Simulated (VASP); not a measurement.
# Se (P3_121) in VASP: further runs

Runs on Se. Level: r2SCAN+D3(BJ). Tasks: single point, relaxation of cell and atoms.

Everything below comes from runs of VASP 6.6.1. Logs are shortened: lines on timing, memory, paths and dates and some standing lists are left out, and cuts for length are marked.

## Step 1: The cell of the first run

The structure is trigonal, space group P3_121 (No. 152). Conventional cell: a = 4.366 Å, b = 4.366 Å, c = 4.954 Å, α = 90.00°, β = 90.00°, γ = 120.00°. Se (site symmetry 2) has 2 Se at 2.37 Å within 3.1 Å.

## Step 2: Single point, r2SCAN+D3(BJ)

POSCAR

```
Se
1.0
    4.3662000000      0.0000000000      0.0000000000
   -2.1831000000      3.7812401180      0.0000000000
    0.0000000000      0.0000000000      4.9536000000
Se
3
Direct
    0.2254000000      0.0000000000      0.3333333333
    0.0000000000      0.2254000000      0.6666666667
    0.7746000000      0.7746000000      0.0000000000
```

INCAR.step1

```
  PREC = Accurate
  ENCUT = 520
  ISMEAR = 0
  SIGMA = 0.1
  LREAL = F
  LASPH = T
  NELM = 100
  NBANDS = 16
  GGA = PE
  ALGO = Normal
  EDIFF = 1E-4
  LWAVE = T
  LCHARG = F
```

INCAR.step2

```
  PREC = Accurate
  ENCUT = 520
  EDIFF = 1E-6
  ISMEAR = 0
  SIGMA = 0.1
  LREAL = F
  LASPH = T
  NELM = 100
  ALGO = Normal
  ISIF = 2
  LWAVE = F
  LCHARG = T
  METAGGA = R2SCAN
  LMIXTAU = T
  IVDW = 12
  VDW_S6 = 1.0
  VDW_S8 = 0.78981345
  VDW_A1 = 0.49484001
  VDW_A2 = 5.73083694
  LELF = T
  LVHAR = T
  NBANDS = 16
  ISTART = 1
```

KPOINTS

```
Automatic mesh
0
Gamma
  6 6 4
```

Potentials or basis: VASP PAW PBE potentials, release 64 (Se).

Run with:

```console
cat potpaw_PBE.64/Se/POTCAR > POTCAR
cp INCAR.step1 INCAR
mpirun -np 1 vasp_std > vasp.out
cp INCAR.step2 INCAR
mpirun -np 1 vasp_std > vasp.out
```

OUTCAR:

```text
PREC = Accurate
   ENCUT = 520
   EDIFF = 1E-6
   ISMEAR = 0
   LREAL = F
   LASPH = T
   NELM = 100
   ISIF = 2
   METAGGA = R2SCAN
   IVDW = 12
   ISTART = 1
 IVDW          = 12

 ion  position               nearest neighbor table
   1  0.225  0.000  0.333-   3 2.37   2 2.37
   2  0.000  0.225  0.667-   3 2.37   1 2.37
   3  0.775  0.775  0.000-   2 2.37   1 2.37

  LATTYP: Found a hexagonal cell.
 ALAT       =     4.3662000000
 C/A-ratio  =     1.1345334616

  Lattice vectors:

 A1 = (   4.3662000000,   0.0000000000,   0.0000000000)
 A2 = (  -2.1831000000,   3.7812401180,   0.0000000000)
 A3 = (   0.0000000000,   0.0000000000,   4.9536000000)

Analysis of symmetry for initial positions (statically):
=====================================================================
 Subroutine PRICEL returns:
 Original cell was already a primitive cell.

 Routine SETGRP: Setting up the symmetry group for a
 hexagonal supercell.

 Subroutine GETGRP returns: Found  6 space group operations
 (whereof  2 operations were pure point group operations)
 out of a pool of 24 trial point group operations.

The static configuration has the point symmetry C_2 .
 The point group associated with its full space group is D_3 .

Analysis of symmetry for dynamics (positions and initial velocities):
=====================================================================
 Subroutine PRICEL returns:
 Original cell was already a primitive cell.

 Routine SETGRP: Setting up the symmetry group for a
 hexagonal supercell.

 Subroutine GETGRP returns: Found  6 space group operations
 (whereof  2 operations were pure point group operations)
 out of a pool of 24 trial point group operations.

The dynamic configuration has the point symmetry C_2 .
 The point group associated with its full space group is D_3 .

 Subroutine INISYM returns: Found  6 space group operations
 (whereof  2 operations are pure point group operations),
 and found     1 'primitive' translations

----------------------------------------------------------------------------------------

                                     Primitive cell

  volume of cell :      81.7822

  direct lattice vectors                    reciprocal lattice vectors
     4.366200000  0.000000000  0.000000000     0.229032110  0.132231751  0.000000000
    -2.183100000  3.781240118  0.000000000     0.000000000  0.264463501  0.000000000
     0.000000000  0.000000000  4.953600000     0.000000000  0.000000000  0.201873385

  length of vectors
     4.366200000  4.366200000  4.953600000     0.264463501  0.264463501  0.201873385

  position of ions in fractional coordinates (direct lattice)
     0.225400000  0.000000000  0.333333333
     0.000000000  0.225400000  0.666666667
     0.774600000  0.774600000  0.000000000

  ion indices of the primitive-cell ions
   primitive index   ion index
                 1           1
                 2           2
                 3           3

----------------------------------------------------------------------------------------

 KPOINTS: Automatic mesh

Automatic generation of k-mesh.
 Grid dimensions read from file:
 generate k-points for:    6    6    4

 Generating k-lattice:

  Cartesian coordinates                     Fractional coordinates (reciprocal lattice)
     0.038172018  0.022038625  0.000000000     0.166666667  0.000000000  0.000000000
     0.000000000  0.044077250  0.000000000     0.000000000  0.166666667  0.000000000
     0.000000000  0.000000000  0.050468346     0.000000000  0.000000000  0.250000000

  Length of vectors
     0.044077250  0.044077250  0.050468346

  Shift w.r.t. Gamma in fractional coordinates (k-lattice)
     0.000000000  0.000000000  0.000000000

 Subroutine IBZKPT returns following result:
 ===========================================

 Found     24 irreducible k-points:

 Following reciprocal coordinates:
            Coordinates               Weight
  0.000000  0.000000  0.000000      1.000000
  0.166667  0.000000  0.000000      6.000000
  0.333333  0.000000  0.000000      6.000000
  0.500000  0.000000  0.000000      3.000000
  0.166667  0.166667  0.000000      6.000000
  0.333333  0.166667  0.000000     12.000000
[... 16 lines left out ...]
  0.333333  0.166667  0.500000     12.000000
  0.333333  0.333333  0.500000      2.000000
   k-points           NKPTS =     24   k-points in BZ     NKDIM =     24   number of bands    NBANDS=     16
   number of dos      NEDOS =    301   number of ions     NIONS =      3
   total plane-waves  NPLWV =  40960
   dimension x,y,z NGX =    32 NGY =   32 NGZ =   40
   dimension x,y,z NGXF=    64 NGYF=   64 NGZF=   80
   ions per type =               3
   NGX,Y,Z   is equivalent  to a cutoff of  12.18, 12.18, 13.42 a.u.
   NGXF,Y,Z  is equivalent  to a cutoff of  24.37, 24.37, 26.85 a.u.
 SYSTEM =  unknown system
   PREC   = accura    normal or accurate (medium, high low for compatibility)
   ISTART =      1    job   : 0-new  1-cont  2-samecut
   ICHARG =      0    charge: 1-file 2-atom 10-const
   ISPIN  =      1    spin polarized calculation?
   LNONCOLLINEAR =      F non collinear calculations
   LSORBIT =      F    spin-orbit coupling
   LASPH  =      T    aspherical Exc in radial PAW
   ENCUT  =  520.0 eV  38.22 Ry    6.18 a.u.   8.12  8.12  9.21*2*pi/ulx,y,z
   NELM   =    100;   NELMIN=  2; NELMDL=  0     # of ELM steps
   EDIFF  = 0.1E-05   stopping-criterion for ELM
   LREAL  =      F    real-space projection
   EDIFFG = 0.1E-04   stopping-criterion for IOM
   NSW    =      0    number of steps for IOM
   IBRION =     -1    ionic relax: 0-MD 1-quasi-New 2-CG
   NFREE  =      0    steps in history (QN), initial steepest desc. (CG)
   ISIF   =      2    stress and relaxation
   ISYM   =      2    0-nonsym 1-usesym 2-fastsym
   POTIM  = 0.5000    time-step for ionic-motion
   TEBEG  =    0.0;   TEEND  =   0.0 temperature during run
   PSTRESS=    0.0 pullay stress
   NELECT =      18.0000    total number of electrons
   NUPDOWN=      -1.0000    fix difference up-down
   EMIN   =  10.00;   EMAX   =-10.00  energy-range for DOS
   EFERMI =   0.00;   METHOD = LEGACY
   ISMEAR =     0;   SIGMA  =   0.10  broadening in eV -4-tet -1-fermi 0-gaus
   EFERMI_NEDOS =   21; number of points for ismear=-14 and -15
   IALGO  =     38    algorithm
   IMIX   =      4    mixing-type and parameters
     AMIX     =   0.40;   BMIX     =  1.00
     AMIX_MAG =   1.60;   BMIX_MAG =  1.00
  volume/ion in A,a.u.               =      27.26       183.96
  Fermi-wavevector in a.u.,A,eV,Ry     =   0.988430  1.867862 13.292817  0.976995
  Thomas-Fermi vector in A             =   2.119956
   LORBIT       =      0    0 simple, 1 ext, 2 COOP (PROOUT), +10 PAW based schemes
   METAGGA = R2SCAN    functional components
   LHFCALC =     F    Hartree Fock is set to
   AEXX    =    0.0000 exact exchange contribution
   IVDW    =    12    specifies the selected vdW correction
   LEPSILON=     F    determine dielectric tensor
   LRPA    =     F    only Hartree local field effects (RPA)
 non-spin polarized calculation
 Gauss-broadening in eV      SIGMA  =   0.10
  energy-cutoff  :      520.00
  volume of cell :       81.78
 maximum number of plane-waves:      2216
   NGX = 17   NGY = 17   NGZ = 19

 number of electron      18.0000001 magnetization

 Free energy of the ion-electron system (eV)
  ---------------------------------------------------
  ext. energy  EPLUGINS =         0.00000000
  ---------------------------------------------------
  free energy    TOTEN  =       -42.91061405 eV

  energy without entropy =      -42.91061405  energy(sigma->0) =      -42.91061405

 E-fermi :   2.8568     XC(G=0):  -9.2774

 val. band max:        2.4220160861   @ k =   0.5000   0.0000   0.5000
 cond. band min:       3.6808946171   @ k =   0.3333   0.3333   0.5000
 fundamental gap:      1.2588785310
 Fermi energy:         2.8567685333

 k-point     1 :       0.0000    0.0000    0.0000
  band No.  band energies     occupation
      1     -14.0918      2.00000
      2      -9.7389      2.00000
      3      -9.7389      2.00000
      4      -1.5774      2.00000
      5      -1.5774      2.00000
      6      -1.4786      2.00000
[... 8 lines left out ...]
     15       9.3397      0.00000
     16      11.3242      0.00000

 k-point     2 :       0.1667    0.0000    0.0000
  band No.  band energies     occupation
      1     -13.9830      2.00000
      2      -9.8414      2.00000
      3      -9.7280      2.00000
      4      -2.2838      2.00000
      5      -1.9019      2.00000
      6      -1.2927      2.00000
[... 8 lines left out ...]
     15      10.3229      0.00000
     16      11.3482      0.00000

 k-point     3 :       0.3333    0.0000    0.0000
  band No.  band energies     occupation
      1     -13.7367      2.00000
      2     -10.0995      2.00000
      3      -9.7050      2.00000
      4      -2.8200      2.00000
      5      -2.3127      2.00000
      6      -1.3161      2.00000
[... 8 lines left out ...]
     15      11.5321      0.00000
     16      12.4956      0.00000

 k-point     4 :       0.5000    0.0000    0.0000
  band No.  band energies     occupation
      1     -13.5943      2.00000
      2     -10.2598      2.00000
      3      -9.6930      2.00000
      4      -2.9372      2.00000
      5      -2.4851      2.00000
      6      -1.1625      2.00000
[... 8 lines left out ...]
     15      12.6746      0.00000
     16      12.7484      0.00000
[... 324 lines left out ...]
 k-point    22 :       0.1667    0.1667    0.5000
  band No.  band energies     occupation
      1     -12.6807      2.00000
      2     -12.6155      2.00000
      3      -8.0371      2.00000
      4      -3.2365      2.00000
      5      -1.9731      2.00000
      6      -1.8815      2.00000
[... 8 lines left out ...]
     15      11.1545      0.00000
     16      11.5021      0.00000

 k-point    23 :       0.3333    0.1667    0.5000
  band No.  band energies     occupation
      1     -12.5460      2.00000
      2     -12.4443      2.00000
      3      -8.4435      2.00000
      4      -3.5939      2.00000
      5      -2.4386      2.00000
      6      -2.3093      2.00000
[... 8 lines left out ...]
     15      11.3838      0.00000
     16      12.2587      0.00000

 k-point    24 :       0.3333    0.3333    0.5000
  band No.  band energies     occupation
      1     -12.4426      2.00000
      2     -12.4426      2.00000
      3      -8.5562      2.00000
      4      -3.5758      2.00000
      5      -2.7128      2.00000
      6      -2.7128      2.00000
[... 8 lines left out ...]
     15      11.5515      0.00000
     16      11.5515      0.00000

------------------------ aborting loop because EDIFF is reached ----------------------------------------

 Edisp (eV)   -0.45164

 E8    (eV) :    -0.1434

  FORCE on cell =-STRESS in cart. coord.  units (eV):
  Direction    XX          YY          ZZ          XY          YZ          ZX
  --------------------------------------------------------------------------------------
  -------------------------------------------------------------------------------------
  Total       0.07359     0.07359     0.50961    -0.00000    -0.00000     0.00000
  in kB       1.44173     1.44173     9.98365    -0.00000    -0.00000     0.00000
  external pressure =        4.29 kB  Pullay stress =        0.00 kB

 VOLUME and BASIS-vectors are now :
 -----------------------------------------------------------------------------
  energy-cutoff  :      520.00
  volume of cell :       81.78
      direct lattice vectors                 reciprocal lattice vectors
     4.366200000  0.000000000  0.000000000     0.229032110  0.132231751  0.000000000
    -2.183100000  3.781240118  0.000000000     0.000000000  0.264463501  0.000000000
     0.000000000  0.000000000  4.953600000     0.000000000  0.000000000  0.201873385

 POSITION                                       TOTAL-FORCE (eV/Angst)
 -----------------------------------------------------------------------------------
      0.98414      0.00000      1.65120         0.055087      0.000000     -0.000000
     -0.49207      0.85229      3.30240        -0.027543      0.047707      0.000000
      1.69103      2.92895      0.00000        -0.027543     -0.047707     -0.000000
 -----------------------------------------------------------------------------------
    total drift:                               -0.000000     -0.000000     -0.000000

  FREE ENERGIE OF THE ION-ELECTRON SYSTEM (eV)
  ---------------------------------------------------
  free  energy   TOTEN  =       -43.3622565955 eV

  energy  without entropy=      -43.3622565955  energy(sigma->0) =      -43.36225660
```

Run time: 53 s. Hardware: 1 thread of Intel Xeon 6975P-C (Granite Rapids), shared host; peak memory 0.21 GiB.

What came out:

- Free energy: -43.3623 eV
- Pressure: 0.4 GPa
- Largest force: 0.055 eV/Å
- Band gap on the k mesh: 1.26 eV, indirect (least direct gap 1.51 eV)
- Dispersion energy per atom: -0.151 eV

Forces on the atoms (eV/Å):
```
Se   0.055  0.000  0.000
Se  -0.028  0.048  0.000
Se  -0.028 -0.048  0.000
```

Caveat: the PAW data sets were made with another functional, which shifts forces and pressure a little.

## Step 3: Single point, r2SCAN+D3(BJ)

This run uses another cell than the first one, of 27.11 Å³/atom, 0.995 times its volume.

POSCAR

```
Se
1.0
    4.3252889173      0.0000000000      0.0000000000
   -2.1626444586      3.7458100811      0.0000000000
    0.0000000000      0.0000000000      5.0200259702
Se
3
Direct
    0.2264716543      0.0000000000      0.3333333333
    0.0000000000      0.2264716543      0.6666666667
    0.7735283457      0.7735283457      0.0000000000
```

INCAR.step1

```
SYSTEM = Se
ALGO     = Normal         ! electronic algorithm
EDIFF    = 1E-4           ! SCF threshold, eV
ENCUT    = 520            ! plane-wave cutoff, eV
GGA      = PE             ! functional
ISMEAR   = 0              ! smearing method
LASPH    = .TRUE.         ! aspherical terms in the spheres
LCHARG   = .FALSE.        ! write CHGCAR
LREAL    = .FALSE.        ! projectors in reciprocal space
LWAVE    = .TRUE.         ! write WAVECAR
NBANDS   = 16             ! bands
NELM     = 80             ! most SCF steps
PREC     = Accurate       ! precision mode
SIGMA    = 0.02           ! smearing width, eV
```

INCAR.step2

```
SYSTEM = Se
ALGO     = Normal         ! electronic algorithm
EDIFF    = 1E-7           ! SCF threshold, eV
ENCUT    = 520            ! plane-wave cutoff, eV
ISIF     = 2              ! what is computed and relaxed
ISMEAR   = 0              ! smearing method
ISTART   = 1            
IVDW     = 12             ! dispersion correction
LASPH    = .TRUE.         ! aspherical terms in the spheres
LCHARG   = .FALSE.        ! write CHGCAR
LMIXTAU  = .TRUE.       
LREAL    = .FALSE.        ! projectors in reciprocal space
LWAVE    = .FALSE.        ! write WAVECAR
METAGGA  = R2SCAN         ! meta-GGA
NBANDS   = 16             ! bands
NELM     = 80             ! most SCF steps
PREC     = Accurate       ! precision mode
SIGMA    = 0.02           ! smearing width, eV
VDW_A1   = 0.49484001   
VDW_A2   = 5.73083694   
VDW_S6   = 1.0          
VDW_S8   = 0.78981345
```

KPOINTS

```
k-points
0
G
  9 9 6
  0 0 0
```

Potentials or basis: VASP PAW PBE potentials, release 64 (Se).

Run with:

```console
cat potpaw_PBE.64/Se/POTCAR > POTCAR
cp INCAR.step1 INCAR
mpirun -np 1 vasp_std > vasp.out
cp INCAR.step2 INCAR
mpirun -np 1 vasp_std > vasp.out
```

Wall time 2.2 min (1 thread of Intel Xeon 6975P-C (Granite Rapids), shared host); peak memory 0.23 GiB.

The run converged. Its results:

```yaml
Free_energy: -43.3665 eV
Pressure: 0.0 GPa
Band_gap_on_the_k_mesh: 1.12 eV, indirect (least direct gap 1.31 eV)
Dispersion_energy_per_atom: -0.151 eV
```

Forces in eV/Å, atoms in the order of the input:
```
Se   0.002  0.000  0.000
Se  -0.001  0.002  0.000
Se  -0.001 -0.002  0.000
```

Levels at points of the mesh, in eV from the valence-band top:
| k point | band 5 | band 6 | band 7 | band 8 | band 9 | band 10 | band 11 | band 12 | band 13 | band 14 |
| --- | --- | --- | --- | --- | --- | --- | --- | --- | --- | --- |
| (0.00, 0.00, 0.00) | -3.92 | -3.80 | -2.09 | -2.09 | -0.45 | 2.05 | 2.05 | 2.43 | 6.84 | 6.92 |
| (0.00, 0.00, 0.50) | -3.44 | -3.44 | -1.54 | -1.54 | -1.27 | 1.38 | 1.49 | 1.49 | 6.70 | 7.81 |

Caveat: the PAW data sets were made with another functional, which shifts forces and pressure a little.

(Part 1 of 2 ends here.)
